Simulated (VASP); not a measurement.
# Si (P6_3/mmc) in VASP: further runs, part 2 of 2

VASP 6.6.1. The steps go on from the part before.

## Step 4: Single point, LDA (biaxial strain in the a-b plane: +4.5 %)

The input, INCAR:

```
ALGO = Normal ; EDIFF = 1E-6
ENCUT = 520 ; ISIF = 2
ISMEAR = 0 ; LASPH = T
LCHARG = T ; LELF = T
LREAL = F ; LVHAR = T
LWAVE = F ; NBANDS = 16
NELM = 80 ; PREC = Accurate
SIGMA = 0.02
```

The input, KPOINTS:

```
k-points
0
Gamma
  12 12 6
```

The input, POSCAR:

```
Si
1.0
    3.9730643759      0.0000000000      0.0000000000
   -1.9865321880      3.4407746804      0.0000000000
    0.0000000000      0.0000000000      6.1193139611
Si
4
Direct
    0.3333333333      0.6666666667      0.0605146223
    0.6666666667      0.3333333333      0.5605146223
    0.3333333333      0.6666666667      0.4394853777
    0.6666666667      0.3333333333      0.9394853777
```

Potentials or basis: VASP PAW LDA potentials, release 64 (Si).

Launch:

```bash
> cat potpaw_LDA.64/Si/POTCAR > POTCAR
> mpirun -np 1 vasp_std > vasp.out
```

OUTCAR:

```text
EDIFF = 1E-6
   ENCUT = 520
   ISIF = 2
   ISMEAR = 0
   LASPH = T
   LREAL = F
   NELM = 80
   PREC = Accurate

 ion  position               nearest neighbor table
   1  0.333  0.667  0.061-   3 2.32   4 2.41   4 2.41   4 2.41
   2  0.667  0.333  0.561-   4 2.32   3 2.41   3 2.41   3 2.41
   3  0.333  0.667  0.439-   1 2.32   2 2.41   2 2.41   2 2.41
   4  0.667  0.333  0.939-   2 2.32   1 2.41   1 2.41   1 2.41

  LATTYP: Found a hexagonal cell.
 ALAT       =     3.9730643759
 C/A-ratio  =     1.5402000527

  Lattice vectors:

 A1 = (   3.9730643759,   0.0000000000,   0.0000000000)
 A2 = (  -1.9865321880,   3.4407746804,   0.0000000000)
 A3 = (   0.0000000000,   0.0000000000,   6.1193139611)

Analysis of symmetry for initial positions (statically):
=====================================================================
 Subroutine PRICEL returns:
 Original cell was already a primitive cell.

 Routine SETGRP: Setting up the symmetry group for a
 hexagonal supercell.

 Subroutine GETGRP returns: Found 24 space group operations
 (whereof 12 operations were pure point group operations)
[... 174 lines left out ...]
 cond. band min:       5.6117290445   @ k =   0.0000   0.0000   0.0000
 fundamental gap:      0.0694071637
 Fermi energy:         5.5784043821

 k-point     1 :       0.0000    0.0000    0.0000
  band No.  band energies     occupation
      1      -6.3562      2.00000
      2      -3.7239      2.00000
      3      -1.4754      2.00000
      4       3.7417      2.00000
      5       3.7417      2.00000
      6       5.4284      2.00000
[... 433 lines left out ...]
      3      -1.4633      2.00000
      4       0.9884      2.00000
      5       1.1701      2.00000
      6       2.7001      2.00000
[... 8 lines left out ...]
     15      12.2024      0.00000
     16      12.2258      0.00000

 [... further k-points ...]

------------------------ aborting loop because EDIFF is reached ----------------------------------------

  FORCE on cell =-STRESS in cart. coord.  units (eV):
  Direction    XX          YY          ZZ          XY          YZ          ZX
  --------------------------------------------------------------------------------------
  -------------------------------------------------------------------------------------
  Total       -4.7135958     -4.7135958      2.1128125      0.0000000     -0.0000000      0.0000000
  in kB      -90.2772558    -90.2772558     40.4656919      0.0000000     -0.0000000      0.0000000
  external PRESSURE =     -46.6962732 kB  Pullay stress =       0.0000000 kB

 VOLUME and BASIS-vectors are now :
 -----------------------------------------------------------------------------
  energy-cutoff  :      520.00
  volume of cell :       83.65
      direct lattice vectors                 reciprocal lattice vectors
     3.973064376  0.000000000  0.000000000     0.251694890  0.145316112  0.000000000
    -1.986532188  3.440774680  0.000000000     0.000000000  0.290632225  0.000000000
     0.000000000  0.000000000  6.119313961     0.000000000  0.000000000  0.163417012

 POSITION                                       TOTAL-FORCE (eV/Angst)
 -----------------------------------------------------------------------------------
     -0.00000      2.29385      0.37031        -0.000000     -0.000000     -0.339733
      1.98653      1.14692      3.42996        -0.000000     -0.000000     -0.339733
     -0.00000      2.29385      2.68935         0.000000      0.000000      0.339733
      1.98653      1.14692      5.74901         0.000000      0.000000      0.339733
 -----------------------------------------------------------------------------------
    total drift:                               -0.000000      0.000000     -0.000000

  FREE ENERGIE OF THE ION-ELECTRON SYSTEM (eV)
  ---------------------------------------------------
  free  energy   TOTEN  =       -23.5705982322 eV

  energy  without entropy=      -23.5705962363  energy(sigma->0) =      -23.57059723
```

OSZICAR:

```text
N       E                     dE             d eps       ncg     rms          rms(c)
DAV:   1     0.239693565687E+02    0.23969E+02   -0.58493E+03  2432   0.811E+02
DAV:   2    -0.220949217790E+02   -0.46064E+02   -0.41639E+02  3320   0.119E+02
DAV:   3    -0.240393795278E+02   -0.19445E+01   -0.19286E+01  3328   0.232E+01
DAV:   4    -0.240646077549E+02   -0.25228E-01   -0.25221E-01  3048   0.337E+00
DAV:   5    -0.240651016590E+02   -0.49390E-03   -0.49387E-03  3352   0.450E-01    0.672E+00
DAV:   6    -0.237265043141E+02    0.33860E+00   -0.13660E-01  2768   0.173E+00    0.399E+00
DAV:   7    -0.235701740506E+02    0.15633E+00   -0.26856E-01  2944   0.243E+00    0.281E-01
DAV:   8    -0.235705304112E+02   -0.35636E-03   -0.23015E-02  2888   0.823E-01    0.168E-01
DAV:   9    -0.235706105340E+02   -0.80123E-04   -0.84092E-04  3240   0.163E-01    0.954E-02
DAV:  10    -0.235705976732E+02    0.12861E-04   -0.22363E-04  3096   0.762E-02    0.205E-02
DAV:  11    -0.235705983446E+02   -0.67143E-06   -0.13950E-05  3176   0.199E-02    0.204E-02
DAV:  12    -0.235705982322E+02    0.11240E-06   -0.28987E-07  2064   0.367E-03
   1 F= -.23570598E+02 E0= -.23570597E+02  d E =-.199584E-05
```

stdout:

```text
POSCAR found type information on POSCAR Si
 POSCAR found :  1 types and       4 ions
 scaLAPACK will be used
 LDA part: xc-table for (Slater(with rela. corr.)+CA(PZ))
 , standard interpolation
 POSCAR, INCAR and KPOINTS ok, starting setup
 FFT: planning ... GRIDC
 FFT: planning ... GRID_SOFT
 FFT: planning ... GRID
 WAVECAR not read
 entering main loop
```

Run time: 2.5 min. Hardware: 1 thread of Intel Xeon Platinum 8375C at 2.90GHz (Ice Lake), shared host; peak memory 0.2 GiB.

What came out:

```yaml
Free_energy: -23.5706 eV
Pressure: -4.7 GPa
Largest_force: 0.340 eV/Å
Band_gap_on_the_k_mesh: 0.07 eV
```

Forces in eV/Å, atoms in the order of the input:
```
Si   0.000  0.000 -0.340
Si   0.000  0.000 -0.340
Si   0.000  0.000  0.340
Si   0.000  0.000  0.340
```

Levels at points of the mesh, in eV from the valence-band top:
| k point | band 4 | band 5 | band 6 | band 7 | band 8 | band 9 | band 10 | band 11 | band 12 | band 13 |
| --- | --- | --- | --- | --- | --- | --- | --- | --- | --- | --- |
| (0.00, 0.00, 0.00) | -1.80 | -1.80 | -0.11 | 0.00 | 0.00 | 0.07 | 1.66 | 1.66 | 2.64 | 3.43 |
| (0.50, 0.00, 0.00) | -5.58 | -4.52 | -3.17 | -2.88 | -1.27 | 0.08 | 2.30 | 2.93 | 3.23 | 5.25 |
| (0.00, 0.00, 0.50) | -3.78 | -1.12 | -1.12 | -1.12 | -1.12 | 1.06 | 1.06 | 2.76 | 2.76 | 2.76 |
| (0.50, 0.00, 0.50) | -7.07 | -2.45 | -2.45 | -2.07 | -2.07 | 0.83 | 0.83 | 1.96 | 1.96 | 5.69 |

Caveat: the cell differs from its parent crystal (biaxial strain in the a-b plane: +4.5 %); the stress differs along the axes, from -9 to 4 GPa. A k mesh can miss the band edges.

## Step 5: Single point, LDA (biaxial strain in the a-b plane: +4.5 %, then relaxed in part)

The input, INCAR:

```
SYSTEM = Si
  ALGO = Normal
  EDIFF = 1E-6
  ENCUT = 520
  ISIF = 2
  ISMEAR = 0
  LASPH = .TRUE.
  LCHARG = .FALSE.
  LREAL = .FALSE.
  LWAVE = .FALSE.
  NBANDS = 16
  NELM = 100
  PREC = Accurate
  SIGMA = 0.02
```

The input, KPOINTS:

```
k-points
0
G
  12 12 6
  0 0 0
```

The input, POSCAR:

```
Si
1.0
    3.9730643759      0.0000000000      0.0000000000
   -1.9865321880      3.4407746804      0.0000000000
    0.0000000000      0.0000000000      6.2040627469
Si
4
Direct
    0.3333333333      0.6666666667      0.0594858467
    0.6666666667      0.3333333333      0.5594858467
    0.3333333333      0.6666666667      0.4405141533
    0.6666666667      0.3333333333      0.9405141533
```

Launch:

```bash
> cat potpaw_LDA.64/Si/POTCAR > POTCAR
> mpirun -np 1 vasp_std > vasp.out
```

Wall time 2 min (1 thread of Intel Xeon Platinum 8375C at 2.90GHz (Ice Lake), shared host); peak memory 0.2 GiB.

The run converged. Its results:

```yaml
Free_energy: -23.5893 eV
Pressure: -5.9 GPa
Band_gap_on_the_k_mesh: 0.19 eV
```

Stress tensor (GPa, compression positive):
```
-8.89  0.00  0.00
 0.00 -8.89  0.00
 0.00  0.00  0.06
```

Levels at points of the mesh, in eV from the valence-band top:
| k point | band 5 | band 6 | band 7 | band 8 | band 9 | band 10 | band 11 | band 12 |
| --- | --- | --- | --- | --- | --- | --- | --- | --- |
| (0.00, 0.00, 0.00) | -1.69 | -0.01 | -0.01 | 0.00 | 0.19 | 1.80 | 1.80 | 2.59 |
| (0.50, 0.00, 0.00) | -4.37 | -3.06 | -2.74 | -1.28 | 0.19 | 2.27 | 3.09 | 3.31 |
| (0.00, 0.00, 0.50) | -1.04 | -1.04 | -1.04 | -1.04 | 1.12 | 1.12 | 2.83 | 2.83 |
| (0.50, 0.00, 0.50) | -2.37 | -2.37 | -2.03 | -2.03 | 0.88 | 0.88 | 1.92 | 1.92 |

Caveat: the cell differs from its parent crystal (biaxial strain in the a-b plane: +4.5 %, then relaxed in part); the stress differs along the axes, from -9 to 0 GPa. A k mesh can miss the band edges.

## Step 6: Overview

```csv
cell,gap on the mesh (eV),pressure (GPa)
"a = 3.916, b = 3.916, c = 6.228 Å, angles 90.0, 90.0, 120.0°, 4 atoms, atomic positions A",0.23,-4.1
"a = 3.973, b = 3.973, c = 6.119 Å, angles 90.0, 90.0, 120.0°, 4 atoms, atomic positions A",0.07,-4.7
"a = 3.973, b = 3.973, c = 6.204 Å, angles 90.0, 90.0, 120.0°, 4 atoms, atomic positions B",0.19,-5.9
```

Alike in all rows: task single point; level LDA; potentials or basis VASP PAW LDA potentials, release 64 (Si); no spin polarisation; k mesh 12 × 12 × 6; cutoff (eV) 520; smearing gaussian 0.02 eV.

Caveats: the stress differs along the axes, from -6 to 0 GPa (at least some runs); the stress differs along the axes, from -9 to 4 GPa (at least some runs); the stress differs along the axes, from -9 to 0 GPa (at least some runs).

Total energies depend on the potentials used, so only differences within one code and one set of settings carry meaning.
